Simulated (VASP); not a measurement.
# CuO (C2/c) in VASP: settings compared

Aim: see how the results for CuO move with the level of theory and the settings. Levels: PBE, LDA, r2SCAN, PBEsol. Tasks: single point.

Everything below comes from runs of VASP 6.6.1. Logs are shortened: lines on timing, memory, paths and dates and some standing lists are left out, and cuts for length are marked.

### Step 1. The cell of the first run

It takes space group C2/c (No. 15, monoclinic). Conventional cell: a = 4.745 Å, b = 3.468 Å, c = 5.196 Å, α = 90.00°, β = 99.54°, γ = 90.00°. Within 2.6 Å of Cu (site symmetry -1) lie 4 O at 1.98 to 1.99 Å. O (site symmetry 2) has 4 Cu at 1.98 to 1.99 Å and 2 O at 2.66 Å within 2.7 Å.

### Step 2. Single point, PBE

Input file INCAR:

```
PREC = Accurate
ENCUT = 520
EDIFF = 1E-6
ISMEAR = -1
SIGMA = 0.05
LREAL = F
LASPH = T
NELM = 100
ALGO = Normal
ISIF = 2
LWAVE = F
LCHARG = F
GGA = PE
NBANDS = 25
```

Input file KPOINTS:

```
regular mesh
0
Gamma
  10 10 5
```

Input file POSCAR:

```
CuO
1.0
    2.3726673498     -1.7338196878      0.0000000000
    2.3726673498      1.7338196878      0.0000000000
   -0.8612132810      0.0000000000      5.1244279405
Cu O
2 2
Direct
    0.5000000000      0.0000000000      0.5000000000
    0.0000000000      0.5000000000      0.0000000000
    0.4184000000      0.5816000000      0.7500000000
    0.5816000000      0.4184000000      0.2500000000
```

Potentials or basis: VASP PAW PBE potentials, release 64 (Cu, O).

Launch:

```sh
cat potpaw_PBE.64/Cu/POTCAR potpaw_PBE.64/O/POTCAR > POTCAR
mpirun -np 1 vasp_std > vasp.out
```

OUTCAR:

```text
PREC = Accurate
   ENCUT = 520
   EDIFF = 1E-6
   ISMEAR = -1
   LREAL = F
   LASPH = T
   NELM = 100
   ISIF = 2
   GGA = PE

 ion  position               nearest neighbor table
   1  0.500  0.000  0.500-   3 1.98   4 1.98   4 1.99   3 1.99
   2  0.000  0.500  0.000-   4 1.98   3 1.98   4 1.99   3 1.99
   3  0.418  0.582  0.750-   2 1.98   1 1.98   2 1.99   1 1.99
   4  0.582  0.418  0.250-   1 1.98   2 1.98   2 1.99   1 1.99

  LATTYP: Found a base centered monoclinic cell.
 ALAT       =     4.7453346996
 B/A-ratio  =     0.7307470590
 C/A-ratio  =     1.0950317057
 COS(beta)  =    -0.1657361228

  Lattice vectors:

 A1 = (   2.3726673498,  -1.7338196878,   0.0000000000)
 A2 = (   2.3726673498,   1.7338196878,   0.0000000000)
 A3 = (  -0.8612132810,   0.0000000000,   5.1244279405)

Analysis of symmetry for initial positions (statically):
=====================================================================
 Subroutine PRICEL returns:
 Original cell was already a primitive cell.

 Routine SETGRP: Setting up the symmetry group for a
 base centered monoclinic supercell.

 Subroutine GETGRP returns: Found  4 space group operations
 (whereof  2 operations were pure point group operations)
 out of a pool of  4 trial point group operations.

The static configuration has the point symmetry S_2 .
 The point group associated with its full space group is C_2h.

Analysis of symmetry for dynamics (positions and initial velocities):
=====================================================================
 Subroutine PRICEL returns:
 Original cell was already a primitive cell.

 Routine SETGRP: Setting up the symmetry group for a
 base centered monoclinic supercell.

 Subroutine GETGRP returns: Found  4 space group operations
 (whereof  2 operations were pure point group operations)
 out of a pool of  4 trial point group operations.

The dynamic configuration has the point symmetry S_2 .
 The point group associated with its full space group is C_2h.

 Subroutine INISYM returns: Found  4 space group operations
 (whereof  2 operations are pure point group operations),
 and found     1 'primitive' translations

----------------------------------------------------------------------------------------

                                     Primitive cell

  volume of cell :      42.1615

  direct lattice vectors                    reciprocal lattice vectors
     2.372667350 -1.733819688  0.000000000     0.210733291 -0.288380622  0.035415916
     2.372667350  1.733819688  0.000000000     0.210733291  0.288380622  0.035415916
    -0.861213281  0.000000000  5.124427941     0.000000000  0.000000000  0.195143733

  length of vectors
     2.938652933  2.938652933  5.196291950     0.358923655  0.358923655  0.195143733

  position of ions in fractional coordinates (direct lattice)
     0.500000000  0.000000000  0.500000000
     0.000000000  0.500000000  0.000000000
     0.418400000  0.581600000  0.750000000
     0.581600000  0.418400000  0.250000000

  ion indices of the primitive-cell ions
   primitive index   ion index
                 1           1
                 2           2
                 3           3
                 4           4

----------------------------------------------------------------------------------------

 KPOINTS: regular mesh

Automatic generation of k-mesh.
 Grid dimensions read from file:
 generate k-points for:   10   10    5

 Generating k-lattice:

  Cartesian coordinates                     Fractional coordinates (reciprocal lattice)
     0.021073329 -0.028838062  0.003541592     0.100000000  0.000000000  0.000000000
     0.021073329  0.028838062  0.003541592     0.000000000  0.100000000  0.000000000
     0.000000000  0.000000000  0.039028747     0.000000000  0.000000000  0.200000000

  Length of vectors
     0.035892366  0.035892366  0.039028747

  Shift w.r.t. Gamma in fractional coordinates (k-lattice)
     0.000000000  0.000000000  0.000000000

 Subroutine IBZKPT returns following result:
 ===========================================

 Found    141 irreducible k-points:

 Following reciprocal coordinates:
            Coordinates               Weight
  0.000000  0.000000  0.000000      1.000000
  0.100000  0.000000 -0.000000      4.000000
  0.200000  0.000000 -0.000000      4.000000
  0.300000  0.000000 -0.000000      4.000000
  0.400000  0.000000  0.000000      4.000000
  0.500000  0.000000  0.000000      2.000000
[... 16 lines left out ...]
  0.300000  0.300000 -0.000000      2.000000
  0.400000  0.300000  0.000000      4.000000
 [... further k-points ...]
   k-points           NKPTS =    141   k-points in BZ     NKDIM =    141   number of bands    NBANDS=     25
   number of dos      NEDOS =    301   number of ions     NIONS =      4
   total plane-waves  NPLWV =  23040
   dimension x,y,z NGX =    24 NGY =   24 NGZ =   40
   dimension x,y,z NGXF=    48 NGYF=   48 NGZF=   80
   ions per type =               2   2
   NGX,Y,Z   is equivalent  to a cutoff of  13.58, 13.58, 12.80 a.u.
   NGXF,Y,Z  is equivalent  to a cutoff of  27.15, 27.15, 25.59 a.u.
 SYSTEM =  unknown system
   PREC   = accura    normal or accurate (medium, high low for compatibility)
   ISTART =      0    job   : 0-new  1-cont  2-samecut
   ICHARG =      2    charge: 1-file 2-atom 10-const
   ISPIN  =      1    spin polarized calculation?
   LNONCOLLINEAR =      F non collinear calculations
   LSORBIT =      F    spin-orbit coupling
   LASPH  =      T    aspherical Exc in radial PAW
   ENCUT  =  520.0 eV  38.22 Ry    6.18 a.u.   5.46  5.46  9.66*2*pi/ulx,y,z
   NELM   =    100;   NELMIN=  2; NELMDL= -5     # of ELM steps
   EDIFF  = 0.1E-05   stopping-criterion for ELM
   LREAL  =      F    real-space projection
   EDIFFG = 0.1E-04   stopping-criterion for IOM
   NSW    =      0    number of steps for IOM
   IBRION =     -1    ionic relax: 0-MD 1-quasi-New 2-CG
   NFREE  =      0    steps in history (QN), initial steepest desc. (CG)
   ISIF   =      2    stress and relaxation
   ISYM   =      2    0-nonsym 1-usesym 2-fastsym
   POTIM  = 0.5000    time-step for ionic-motion
   TEBEG  =    0.0;   TEEND  =   0.0 temperature during run
   PSTRESS=    0.0 pullay stress
   NELECT =      34.0000    total number of electrons
   NUPDOWN=      -1.0000    fix difference up-down
   EMIN   =  10.00;   EMAX   =-10.00  energy-range for DOS
   EFERMI =   0.00;   METHOD = LEGACY
   ISMEAR =    -1;   SIGMA  =   0.05  broadening in eV -4-tet -1-fermi 0-gaus
   EFERMI_NEDOS =   21; number of points for ismear=-14 and -15
   IALGO  =     38    algorithm
   IMIX   =      4    mixing-type and parameters
     AMIX     =   0.40;   BMIX     =  1.00
     AMIX_MAG =   1.60;   BMIX_MAG =  1.00
  volume/ion in A,a.u.               =      10.54        71.13
  Fermi-wavevector in a.u.,A,eV,Ry     =   1.523804  2.879572 31.592433  2.321978
  Thomas-Fermi vector in A             =   2.632197
   LORBIT       =      0    0 simple, 1 ext, 2 COOP (PROOUT), +10 PAW based schemes
   GGA     = PE    functional components
   LHFCALC =     F    Hartree Fock is set to
   AEXX    =    0.0000 exact exchange contribution
   IVDW    =     0    specifies the selected vdW correction
   LEPSILON=     F    determine dielectric tensor
   LRPA    =     F    only Hartree local field effects (RPA)
 non-spin polarized calculation
  energy-cutoff  :      520.00
  volume of cell :       42.16
 maximum number of plane-waves:      1159
 NGX is ok and might be reduce to    24
   NGX = 11   NGY = 11   NGZ = 19

 number of electron      34.0000011 magnetization

 Free energy of the ion-electron system (eV)
  ---------------------------------------------------
  ext. energy  EPLUGINS =         0.00000000
  ---------------------------------------------------
  free energy    TOTEN  =       -19.56242895 eV

  energy without entropy =      -19.54257455  energy(sigma->0) =      -19.55250175

 E-fermi :   5.1902     XC(G=0): -11.6924

 val. band max:        5.1866017000   @ k =   0.5000   0.1000   0.2000
 cond. band min:       5.1943366580   @ k =   0.5000   0.0000   0.0000
 fundamental gap:      0.0077349580
 Fermi energy:         5.1902269596

 k-point     1 :       0.0000    0.0000    0.0000
  band No.  band energies     occupation
      1     -14.3756      2.00000
      2     -13.1544      2.00000
      3      -2.5689      2.00000
      4      -0.0798      2.00000
      5       0.3048      2.00000
      6       2.0659      2.00000
[... 17 lines left out ...]
     24      21.4264      0.00000
     25      21.7314      0.00000

 k-point     2 :       0.1000    0.0000   -0.0000
  band No.  band energies     occupation
      1     -14.3133      2.00000
      2     -13.1339      2.00000
      3      -2.4629      2.00000
      4      -0.0946      2.00000
      5       0.2786      2.00000
      6       1.3368      2.00000
[... 17 lines left out ...]
     24      20.8653      0.00000
     25      21.8163      0.00000

 k-point     3 :       0.2000    0.0000   -0.0000
  band No.  band energies     occupation
      1     -14.1447      2.00000
      2     -13.0797      2.00000
      3      -2.1787      2.00000
      4      -0.1490      2.00000
      5       0.1479      2.00000
      6       0.3660      2.00000
[... 17 lines left out ...]
     24      20.0466      0.00000
     25      21.3551      0.00000

 k-point     4 :       0.3000    0.0000   -0.0000
  band No.  band energies     occupation
      1     -13.9234      2.00000
      2     -13.0117      2.00000
      3      -1.8193      2.00000
      4      -0.7435      2.00000
      5      -0.2152      2.00000
      6       0.2754      2.00000
[... 17 lines left out ...]
     24      18.9338      0.00000
     25      20.9653      0.00000

 k-point     5 :       0.4000    0.0000    0.0000
  band No.  band energies     occupation
      1     -13.7320      2.00000
      2     -12.9564      2.00000
      3      -1.5469      2.00000
      4      -1.4075      2.00000
      5      -0.2379      2.00000
      6       0.2906      2.00000
[... 17 lines left out ...]
     24      17.9975      0.00000
     25      20.6391      0.00000

 k-point     6 :       0.5000    0.0000    0.0000
  band No.  band energies     occupation
      1     -13.6552      2.00000
      2     -12.9354      2.00000
      3      -1.6802      2.00000
      4      -1.4133      2.00000
      5      -0.2308      2.00000
      6       0.3008      2.00000
[... 17 lines left out ...]
     24      17.6129      0.00000
     25      20.5045      0.00000
[... 393 lines left out ...]
 k-point    21 :      -0.3000    0.2000    0.0000
  band No.  band energies     occupation
      1     -13.6735      2.00000
      2     -12.9337      2.00000
      3      -1.4015      2.00000
      4      -0.8445      2.00000
      5      -0.2755      2.00000
      6       0.0709      2.00000
[... 17 lines left out ...]
     24      18.1525      0.00000
     25      18.6349      0.00000

 k-point    22 :      -0.2000    0.2000    0.0000
  band No.  band energies     occupation
      1     -13.8725      2.00000
      2     -12.9877      2.00000
      3      -1.7243      2.00000
      4      -0.2836      2.00000
      5      -0.2464      2.00000
      6       0.0769      2.00000
[... 17 lines left out ...]
     24      18.8037      0.00000
     25      18.8421      0.00000

 k-point    23 :       0.3000    0.3000   -0.0000
  band No.  band energies     occupation
      1     -13.6470      2.00000
      2     -12.9606      2.00000
      3      -1.2774      2.00000
      4      -0.8275      2.00000
      5       0.1438      2.00000
      6       0.1908      2.00000
[... 17 lines left out ...]
     24      19.4871      0.00000
     25      19.9019      0.00000

 k-point    24 :       0.4000    0.3000    0.0000
  band No.  band energies     occupation
      1     -13.4763      2.00000
      2     -12.9156      2.00000
      3      -1.2915      2.00000
      4      -0.9972      2.00000
      5      -0.0398      2.00000
      6       0.1243      2.00000
[... 17 lines left out ...]
     24      18.2893      0.00000
     25      19.4141      0.00000

 [... further k-points ...]

------------------------ aborting loop because EDIFF is reached ----------------------------------------

  FORCE on cell =-STRESS in cart. coord.  units (eV):
  Direction    XX          YY          ZZ          XY          YZ          ZX
  --------------------------------------------------------------------------------------
  -------------------------------------------------------------------------------------
  Total       -0.2180838      0.5113103     -0.5975956      0.0000000      0.0000000     -0.0843811
  in kB       -8.2873890     19.4302765    -22.7091997      0.0000000      0.0000000     -3.2065627
  external PRESSURE =      -3.8554374 kB  Pullay stress =       0.0000000 kB

 VOLUME and BASIS-vectors are now :
 -----------------------------------------------------------------------------
  energy-cutoff  :      520.00
  volume of cell :       42.16
      direct lattice vectors                 reciprocal lattice vectors
     2.372667350 -1.733819688  0.000000000     0.210733291 -0.288380622  0.035415916
     2.372667350  1.733819688  0.000000000     0.210733291  0.288380622  0.035415916
    -0.861213281  0.000000000  5.124427941     0.000000000  0.000000000  0.195143733

 POSITION                                       TOTAL-FORCE (eV/Angst)
 -----------------------------------------------------------------------------------
      0.75573     -0.86691      2.56221        -0.000000      0.000000     -0.000000
      1.18633      0.86691      0.00000        -0.000000      0.000000     -0.000000
      1.72676      0.28296      3.84332         0.000000     -0.336925      0.000000
      2.15736     -0.28296      1.28111         0.000000      0.336925     -0.000000
 -----------------------------------------------------------------------------------
    total drift:                                0.000000      0.000000     -0.000000

  FREE ENERGIE OF THE ION-ELECTRON SYSTEM (eV)
  ---------------------------------------------------
  free  energy   TOTEN  =       -19.5624289541 eV

  energy  without entropy=      -19.5425745524  energy(sigma->0) =      -19.55250175
```

It took 1.7 min on 1 thread of Intel Xeon Platinum 8259CL at 2.50GHz (Skylake/Cascade Lake), shared host; peak memory 0.25 GiB.

What came out:

```yaml
Free_energy: -19.5624 eV
Pressure: -0.4 GPa
Largest_force: 0.337 eV/Å
Band_gap_on_the_k_mesh: zero (bands 17 and 18 overlap by 0.60 eV)
```

Forces in eV/Å, atoms in the order of the input:
```
Cu   0.000  0.000  0.000
Cu   0.000  0.000  0.000
O    0.000 -0.337  0.000
O    0.000  0.337  0.000
```

Caveat: semilocal functionals often make such compounds metallic where correlation or magnetic order opens a gap, which also shifts bond lengths. With open d or f shells a metallic result of PBE can be an artefact of self-interaction; +U or a hybrid may open a gap.

### Step 3. Single point, LDA

This run uses another cell than the first one, of 10.74 Å³/atom.

Input file INCAR:

```
PREC = Accurate
ENCUT = 520
EDIFF = 1E-6
ISMEAR = -1
SIGMA = 0.05
LREAL = False
LASPH = True
NELM = 100
ALGO = Normal
ISIF = 2
LWAVE = False
LCHARG = False
GGA = CA
NBANDS = 25
```

KPOINTS is that of step 2.

Input file POSCAR:

```
CuO
1.0
    2.3877802882     -1.7448634230      0.0000000000
    2.3877802882      1.7448634230      0.0000000000
   -0.8666988638      0.0000000000      5.1570684890
Cu O
2 2
Direct
    0.5000000000      0.0000000000      0.5000000000
    0.0000000000      0.5000000000      0.0000000000
    0.4184000000      0.5816000000      0.7500000000
    0.5816000000      0.4184000000      0.2500000000
```

Potentials or basis: VASP PAW LDA potentials, release 64 (Cu, O).

Launch:

```sh
cat potpaw_LDA.64/Cu/POTCAR potpaw_LDA.64/O/POTCAR > POTCAR
mpirun -np 1 vasp_std > vasp.out
```

Wall time 99 s (1 thread of Intel Xeon Platinum 8259CL at 2.50GHz (Skylake/Cascade Lake), shared host); peak memory 0.23 GiB.

It converged, with:

- Free energy: -22.9582 eV
- Pressure: -17.1 GPa
- Largest force: 0.585 eV/Å
- Band gap on the k mesh: zero (bands 17 and 18 overlap by 0.60 eV)

Forces on the atoms (eV/Å):
```
Cu   0.000  0.000  0.000
Cu   0.000  0.000  0.000
O    0.000 -0.585  0.000
O    0.000  0.585  0.000
```

Stress tensor (GPa, compression positive):
```
-18.38   0.00   1.36
  0.00 -11.70   0.00
  1.36   0.00 -21.31
```

Levels at points of the mesh, in eV from the Fermi level:
| k point | band 15 | band 16 | band 17 | band 18 | band 19 | band 20 |
| --- | --- | --- | --- | --- | --- | --- |
| (0.00, 0.00, 0.00) | -1.99 | -1.52 | 0.23 | 0.89 | 1.55 | 5.92 |
| (0.50, 0.00, 0.00) | -1.35 | -1.30 | 0.00 | 0.26 | 4.79 | 6.02 |
| (0.50, 0.50, 0.00) | -1.64 | -1.12 | -0.59 | 1.01 | 3.43 | 6.76 |

Caveat: the cell stands under tension; semilocal functionals often make such compounds metallic where correlation or magnetic order opens a gap, which also shifts bond lengths. With open d or f shells a metallic result of LDA can be an artefact of self-interaction; +U or a hybrid may open a gap.

### Step 4. Single point, r2SCAN

This run uses another cell than the first one, of 9.53 Å³/atom.

Input file POSCAR:

```
CuO
1.0
    2.2940437287     -1.6763657078      0.0000000000
    2.2940437287      1.6763657078      0.0000000000
   -0.8326750593      0.0000000000      4.9546185987
Cu O
2 2
Direct
    0.5000000000      0.0000000000      0.5000000000
    0.0000000000      0.5000000000      0.0000000000
    0.4184000000      0.5816000000      0.7500000000
    0.5816000000      0.4184000000      0.2500000000
```

Input file INCAR.step1:

```
PREC = Accurate
ENCUT = 520
ISMEAR = -1
SIGMA = 0.05
LREAL = False
LASPH = True
NELM = 100
NBANDS = 25
GGA = PE
ALGO = Normal
EDIFF = 1E-4
LWAVE = True
LCHARG = False
```

Input file INCAR.step2:

```
PREC = Accurate
ENCUT = 520
EDIFF = 1E-6
ISMEAR = -1
SIGMA = 0.05
LREAL = False
LASPH = True
NELM = 100
ALGO = Normal
ISIF = 2
LWAVE = False
LCHARG = True
METAGGA = R2SCAN
LMIXTAU = True
LELF = True
LVHAR = True
NBANDS = 25
ISTART = 1
```

KPOINTS is that of step 3.

Potentials or basis: VASP PAW PBE potentials, release 64 (Cu, O).

Launch:

```sh
cat potpaw_PBE.64/Cu/POTCAR potpaw_PBE.64/O/POTCAR > POTCAR
cp INCAR.step1 INCAR
mpirun -np 1 vasp_std > vasp.out
cp INCAR.step2 INCAR
mpirun -np 1 vasp_std > vasp.out
```

Wall time 5.5 min (1 thread of Intel Xeon Platinum 8259CL at 2.50GHz (Skylake/Cascade Lake), shared host); peak memory 0.25 GiB.

The run converged. Its results:

- Free energy: -36.2868 eV
- Pressure: 12.9 GPa
- Largest force: 0.018 eV/Å
- Band gap on the k mesh: zero (bands 17 and 18 overlap by 0.59 eV)

Forces in eV/Å, atoms in the order of the input:
```
Cu   0.000  0.000  0.000
Cu   0.000  0.000  0.000
O    0.000 -0.018  0.000
O    0.000  0.018  0.000
```

Stress tensor (GPa, compression positive):
```
13.08  0.00 -2.42
 0.00 11.28  0.00
-2.42  0.00 14.32
```

Levels at points of the mesh, in eV from the Fermi level:
| k point | band 15 | band 16 | band 17 | band 18 | band 19 | band 20 |
| --- | --- | --- | --- | --- | --- | --- |
| (0.00, 0.00, 0.00) | -2.56 | -2.02 | 0.19 | 1.03 | 2.29 | 6.62 |
| (0.50, 0.00, 0.00) | -1.84 | -1.70 | 0.03 | 0.25 | 5.28 | 7.12 |
| (0.50, 0.50, 0.00) | -1.77 | -1.50 | -0.82 | 1.17 | 3.56 | 7.86 |

Caveat: the cell stands under pressure; the PAW data sets were made with another functional, which shifts forces and pressure a little; semilocal functionals often make such compounds metallic where correlation or magnetic order opens a gap, which also shifts bond lengths.

(Part 1 of 2 ends here.)
